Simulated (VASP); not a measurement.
# C (Fd-3m) in VASP: further runs

The runs below take C through single point, with LDA.

All numbers are computed with VASP 6.6.1; they aren't measurements. Logs are shortened: lines on timing, memory, paths and dates and some standing lists are left out, and cuts for length are marked.

**1. The cell of the first run**

The structure is cubic, space group Fd-3m (No. 227). Conventional cell: a = 3.519 Å, b = 3.519 Å, c = 3.519 Å, α = 90.00°, β = 90.00°, γ = 90.00°. Within 2.0 Å of C (site symmetry -43m) lie 4 C at 1.52 Å.

**2. Single point, LDA**

INCAR reads:

```
SYSTEM = C
  PREC = Accurate
  ENCUT = 520
  EDIFF = 1E-7
  ISMEAR = 0
  SIGMA = 0.05
  LREAL = .FALSE.
  LASPH = .TRUE.
  NELM = 60
  ALGO = Normal
  ISIF = 2
  LWAVE = .FALSE.
  LCHARG = .FALSE.
  GGA = CA
  NBANDS = 11
```

KPOINTS reads:

```
Automatic mesh
0
G
  13 13 13
  0 0 0
```

POSCAR reads:

```
C
1.0
    0.0000000000      1.7592674508      1.7592674508
    1.7592674508      0.0000000000      1.7592674508
    1.7592674508      1.7592674508      0.0000000000
C
2
Direct
    0.7500000000      0.7500000000      0.7500000000
    0.5000000000      0.5000000000      0.5000000000
```

Potentials or basis: VASP PAW LDA potentials, release 64 (C).

Started as:

```console
$ cat potpaw_LDA.64/C/POTCAR > POTCAR
$ mpirun -np 1 vasp_std > vasp.out
```

OUTCAR:

```text
SYSTEM = C
   PREC = Accurate
   ENCUT = 520
   EDIFF = 1E-7
   ISMEAR = 0
   LREAL = .FALSE.
   LASPH = .TRUE.
   NELM = 60
   ISIF = 2
   GGA = CA

 ion  position               nearest neighbor table
   1  0.750  0.750  0.750-   2 1.52   2 1.52   2 1.52   2 1.52
   2  0.500  0.500  0.500-   1 1.52   1 1.52   1 1.52   1 1.52

  LATTYP: Found a face centered cubic cell.
 ALAT       =     3.5185349016

  Lattice vectors:

 A1 = (   0.0000000000,   1.7592674508,   1.7592674508)
 A2 = (   1.7592674508,   0.0000000000,   1.7592674508)
 A3 = (   1.7592674508,   1.7592674508,   0.0000000000)

Analysis of symmetry for initial positions (statically):
=====================================================================
 Subroutine PRICEL returns:
 Original cell was already a primitive cell.

 Routine SETGRP: Setting up the symmetry group for a
 face centered cubic supercell.

 Subroutine GETGRP returns: Found 48 space group operations
 (whereof 24 operations were pure point group operations)
 out of a pool of 48 trial point group operations.

The static configuration has the point symmetry T_d .
 The point group associated with its full space group is O_h .

Analysis of symmetry for dynamics (positions and initial velocities):
=====================================================================
 Subroutine PRICEL returns:
 Original cell was already a primitive cell.

 Routine SETGRP: Setting up the symmetry group for a
 face centered cubic supercell.

 Subroutine GETGRP returns: Found 48 space group operations
 (whereof 24 operations were pure point group operations)
 out of a pool of 48 trial point group operations.

The dynamic configuration has the point symmetry T_d .
 The point group associated with its full space group is O_h .

 Subroutine INISYM returns: Found 48 space group operations
 (whereof 24 operations are pure point group operations),
 and found     1 'primitive' translations

----------------------------------------------------------------------------------------

                                     Primitive cell

  volume of cell :      10.8899

  direct lattice vectors                    reciprocal lattice vectors
     0.000000000  1.759267451  1.759267451    -0.284209203  0.284209203  0.284209203
     1.759267451  0.000000000  1.759267451     0.284209203 -0.284209203  0.284209203
     1.759267451  1.759267451  0.000000000     0.284209203  0.284209203 -0.284209203

  length of vectors
     2.487979889  2.487979889  2.487979889     0.492264780  0.492264780  0.492264780

  position of ions in fractional coordinates (direct lattice)
     0.750000000  0.750000000  0.750000000
     0.500000000  0.500000000  0.500000000

  ion indices of the primitive-cell ions
   primitive index   ion index
                 1           1
                 2           2

----------------------------------------------------------------------------------------

 KPOINTS: Automatic mesh

Automatic generation of k-mesh.
 Grid dimensions read from file:
 generate k-points for:   13   13   13

 Generating k-lattice:

  Cartesian coordinates                     Fractional coordinates (reciprocal lattice)
    -0.021862246  0.021862246  0.021862246     0.076923077  0.000000000  0.000000000
     0.021862246 -0.021862246  0.021862246     0.000000000  0.076923077  0.000000000
     0.021862246  0.021862246 -0.021862246     0.000000000  0.000000000  0.076923077

  Length of vectors
     0.037866522  0.037866522  0.037866522

  Shift w.r.t. Gamma in fractional coordinates (k-lattice)
     0.000000000  0.000000000  0.000000000

 Subroutine IBZKPT returns following result:
 ===========================================

 Found     84 irreducible k-points:

 Following reciprocal coordinates:
            Coordinates               Weight
  0.000000  0.000000  0.000000      1.000000
  0.076923  0.000000  0.000000      8.000000
  0.153846  0.000000  0.000000      8.000000
  0.230769  0.000000  0.000000      8.000000
  0.307692  0.000000  0.000000      8.000000
  0.384615  0.000000  0.000000      8.000000
[... 16 lines left out ...]
  0.384615  0.153846  0.000000     24.000000
  0.461538  0.153846  0.000000     24.000000
 [... further k-points ...]
   k-points           NKPTS =     84   k-points in BZ     NKDIM =     84   number of bands    NBANDS=     11
   number of dos      NEDOS =    301   number of ions     NIONS =      2
   total plane-waves  NPLWV =   8000
   dimension x,y,z NGX =    20 NGY =   20 NGZ =   20
   dimension x,y,z NGXF=    40 NGYF=   40 NGZF=   40
   ions per type =               2
   NGX,Y,Z   is equivalent  to a cutoff of  13.36, 13.36, 13.36 a.u.
   NGXF,Y,Z  is equivalent  to a cutoff of  26.73, 26.73, 26.73 a.u.
 SYSTEM =  C
   PREC   = accura    normal or accurate (medium, high low for compatibility)
   ISTART =      0    job   : 0-new  1-cont  2-samecut
   ICHARG =      2    charge: 1-file 2-atom 10-const
   ISPIN  =      1    spin polarized calculation?
   LNONCOLLINEAR =      F non collinear calculations
   LSORBIT =      F    spin-orbit coupling
   LASPH  =      T    aspherical Exc in radial PAW
   ENCUT  =  520.0 eV  38.22 Ry    6.18 a.u.   4.63  4.63  4.63*2*pi/ulx,y,z
   NELM   =     60;   NELMIN=  2; NELMDL= -5     # of ELM steps
   EDIFF  = 0.1E-06   stopping-criterion for ELM
   LREAL  =      F    real-space projection
   EDIFFG = 0.1E-05   stopping-criterion for IOM
   NSW    =      0    number of steps for IOM
   IBRION =     -1    ionic relax: 0-MD 1-quasi-New 2-CG
   NFREE  =      0    steps in history (QN), initial steepest desc. (CG)
   ISIF   =      2    stress and relaxation
   ISYM   =      2    0-nonsym 1-usesym 2-fastsym
   POTIM  = 0.5000    time-step for ionic-motion
   TEBEG  =    0.0;   TEEND  =   0.0 temperature during run
   PSTRESS=    0.0 pullay stress
   NELECT =       8.0000    total number of electrons
   NUPDOWN=      -1.0000    fix difference up-down
   EMIN   =  10.00;   EMAX   =-10.00  energy-range for DOS
   EFERMI =   0.00;   METHOD = LEGACY
   ISMEAR =     0;   SIGMA  =   0.05  broadening in eV -4-tet -1-fermi 0-gaus
   EFERMI_NEDOS =   21; number of points for ismear=-14 and -15
   IALGO  =     38    algorithm
   IMIX   =      4    mixing-type and parameters
     AMIX     =   0.40;   BMIX     =  1.00
     AMIX_MAG =   1.60;   BMIX_MAG =  1.00
  volume/ion in A,a.u.               =       5.44        36.74
  Fermi-wavevector in a.u.,A,eV,Ry     =   1.477167  2.791441 29.688220  2.182023
  Thomas-Fermi vector in A             =   2.591604
   LORBIT       =      0    0 simple, 1 ext, 2 COOP (PROOUT), +10 PAW based schemes
   GGA     = CA    functional components
   LHFCALC =     F    Hartree Fock is set to
   AEXX    =    0.0000 exact exchange contribution
   IVDW    =     0    specifies the selected vdW correction
   LEPSILON=     F    determine dielectric tensor
   LRPA    =     F    only Hartree local field effects (RPA)
 non-spin polarized calculation
 Gauss-broadening in eV      SIGMA  =   0.05
  energy-cutoff  :      520.00
  volume of cell :       10.89
 maximum number of plane-waves:       304
   NGX =  9   NGY =  9   NGZ =  9

 number of electron       7.9999998 magnetization

 Free energy of the ion-electron system (eV)
  ---------------------------------------------------
  ext. energy  EPLUGINS =         0.00000000
  ---------------------------------------------------
  free energy    TOTEN  =       -20.24162536 eV

  energy without entropy =      -20.24162536  energy(sigma->0) =      -20.24162536

 E-fermi :  10.5483     XC(G=0): -13.6981

 val. band max:       10.3302821218   @ k =   0.0000   0.0000   0.0000
 cond. band min:      14.5358967582   @ k =   0.3846   0.3846   0.0000
 fundamental gap:      4.2056146364
 Fermi energy:        10.5482818044

 k-point     1 :       0.0000    0.0000    0.0000
  band No.  band energies     occupation
      1     -11.5398      2.00000
      2      10.3303      2.00000
      3      10.3303      2.00000
      4      10.3303      2.00000
      5      15.9886      0.00000
      6      15.9886      0.00000
      7      15.9886      0.00000
      8      24.8316      0.00000
      9      29.8784      0.00000
     10      37.4212      0.00000
     11      37.4212      0.00000

 k-point     2 :       0.0769    0.0000    0.0000
  band No.  band energies     occupation
      1     -11.3716      2.00000
      2       9.2415      2.00000
      3      10.0393      2.00000
      4      10.0393      2.00000
      5      16.3684      0.00000
      6      16.3684      0.00000
      7      16.6618      0.00000
      8      24.9160      0.00000
      9      30.1481      0.00000
     10      35.2436      0.00000
     11      35.2436      0.00000

 k-point     3 :       0.1538    0.0000    0.0000
  band No.  band energies     occupation
      1     -10.8683      2.00000
      2       6.9277      2.00000
      3       9.3862      2.00000
      4       9.3862      2.00000
      5      17.2239      0.00000
      6      17.2239      0.00000
      7      17.8018      0.00000
      8      25.1557      0.00000
      9      30.7465      0.00000
     10      33.5949      0.00000
     11      33.5949      0.00000

 k-point     4 :       0.2308    0.0000    0.0000
  band No.  band energies     occupation
      1     -10.0351      2.00000
      2       4.2735      2.00000
      3       8.6822      2.00000
      4       8.6822      2.00000
      5      18.0785      0.00000
      6      18.0785      0.00000
      7      18.7223      0.00000
      8      25.4955      0.00000
      9      31.2191      0.00000
     10      32.9685      0.00000
     11      32.9685      0.00000

 k-point     5 :       0.3077    0.0000    0.0000
  band No.  band energies     occupation
      1      -8.8834      2.00000
      2       1.6114      2.00000
      3       8.0893      2.00000
      4       8.0893      2.00000
      5      18.6266      0.00000
      6      18.6266      0.00000
      7      19.3405      0.00000
      8      25.8238      0.00000
      9      31.4822      0.00000
     10      33.4694      0.00000
     11      33.4694      0.00000
[... 211 lines left out ...]
 k-point    21 :       0.2308    0.1538    0.0000
  band No.  band energies     occupation
      1     -10.0341      2.00000
      2       6.0486      2.00000
      3       7.1713      2.00000
      4       8.0087      2.00000
      5      15.6352      0.00000
      6      20.2515      0.00000
      7      20.2533      0.00000
      8      23.0877      0.00000
      9      30.8479      0.00000
     10      31.8038      0.00000
     11      37.7460      0.00000

 k-point    22 :       0.3077    0.1538    0.0000
  band No.  band energies     occupation
      1      -9.0987      2.00000
      2       3.6265      2.00000
      3       6.6202      2.00000
      4       7.3305      2.00000
      5      16.4018      0.00000
      6      21.0013      0.00000
      7      21.0452      0.00000
      8      22.7176      0.00000
      9      31.5453      0.00000
     10      32.1070      0.00000
     11      37.3620      0.00000

 k-point    23 :       0.3846    0.1538    0.0000
  band No.  band energies     occupation
      1      -7.8554      2.00000
      2       1.1502      2.00000
      3       6.3173      2.00000
      4       6.5343      2.00000
      5      17.0911      0.00000
      6      21.2566      0.00000
      7      21.5296      0.00000
      8      23.2343      0.00000
      9      31.7603      0.00000
     10      32.8288      0.00000
     11      37.7433      0.00000

 k-point    24 :       0.4615    0.1538    0.0000
  band No.  band energies     occupation
      1      -6.3550      2.00000
      2      -1.1719      2.00000
      3       5.8109      2.00000
      4       6.2804      2.00000
      5      17.5128      0.00000
      6      21.1090      0.00000
      7      21.7906      0.00000
      8      24.4859      0.00000
      9      31.1217      0.00000
     10      34.1553      0.00000
     11      37.8335      0.00000

 [... further k-points ...]
[... 5 lines left out ...]
  --------------------------------------------------------------------------------------
  -------------------------------------------------------------------------------------
  Total        0.4787643      0.4787643      0.4787643     -0.0000000     -0.0000000     -0.0000000
  in kB       70.4379629     70.4379629     70.4379629     -0.0000000     -0.0000000     -0.0000000
  external PRESSURE =      70.4379629 kB  Pullay stress =       0.0000000 kB

 VOLUME and BASIS-vectors are now :
 -----------------------------------------------------------------------------
  energy-cutoff  :      520.00
  volume of cell :       10.89
      direct lattice vectors                 reciprocal lattice vectors
     0.000000000  1.759267451  1.759267451    -0.284209203  0.284209203  0.284209203
     1.759267451  0.000000000  1.759267451     0.284209203 -0.284209203  0.284209203
     1.759267451  1.759267451  0.000000000     0.284209203  0.284209203 -0.284209203

 POSITION                                       TOTAL-FORCE (eV/Angst)
 -----------------------------------------------------------------------------------
      2.63890      2.63890      2.63890         0.000000      0.000000      0.000000
      1.75927      1.75927      1.75927        -0.000000     -0.000000     -0.000000
 -----------------------------------------------------------------------------------
    total drift:                                0.000000     -0.000000      0.000000

  FREE ENERGIE OF THE ION-ELECTRON SYSTEM (eV)
  ---------------------------------------------------
  free  energy   TOTEN  =       -20.2416253570 eV

  energy  without entropy=      -20.2416253570  energy(sigma->0) =      -20.24162536
```

Run time: 8.5 s. Hardware: 1 thread of Intel Xeon Platinum 8259CL at 2.50GHz (Skylake/Cascade Lake), shared host; peak memory 0.11 GiB.

What came out:

- Free energy: -20.2416 eV
- Pressure: 7.0 GPa
- Band gap on the k mesh: 4.21 eV, indirect (least direct gap 5.66 eV)

A k mesh can miss the band edges. A hybrid or GW would open this gap; LDA tends to underestimate it.

[end of part 1 of 2]
